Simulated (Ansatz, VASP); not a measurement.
**ZrH5 in VASP and in Ansatz**

```
Zr H
1.0
     3.21341    0.00000    0.00000
    -1.60671    2.78290    0.00000
     0.00000    0.00000   17.47362
Zr H
2 10
Cartesian
  0.0000 1.8553 1.4828
  1.6067 0.9276 15.9908
  1.6067 0.9276 12.0196
  1.6067 0.9276 11.2698
  0.0000 0.0000 8.3620
  0.0000 0.0000 9.1116
  0.0000 1.8553 5.4540
  0.0000 1.8553 6.2038
  0.0000 1.8553 16.8682
  0.0000 0.0000 2.4704
  1.6067 0.9276 0.6055
  0.0000 0.0000 15.0032
```

Alike in both runs: functional PBE; k mesh 12 × 12 × 2; occupations gaussian, width 0.1 eV; no spin polarisation.

Ansatz relaxed the structure, and its values are those at the end. VASP's run is a single point on that final structure, the one shown.

|  | VASP | Ansatz |
| --- | --- | --- |
| version | VASP 6.6.1 | Ansatz 0.2.0 |
| potentials or method | VASP PAW PBE potentials, release 64 (Zr_sv, H), cutoff 520 eV | scalar-relativistic, plane waves, PAW |
| valence electrons in the cell | 34 | 34 |

```tsv
	VASP	Ansatz	Ansatz less VASP
gap on the k mesh at the Fermi level (eV)	none	none	-
pressure (GPa)	-0.1	0.0	+0.12
rms of the force components (eV/Å)	0.004	0.001	-0.0030
```

A gap of «none» marks a metal or a gap that the smearing closes.
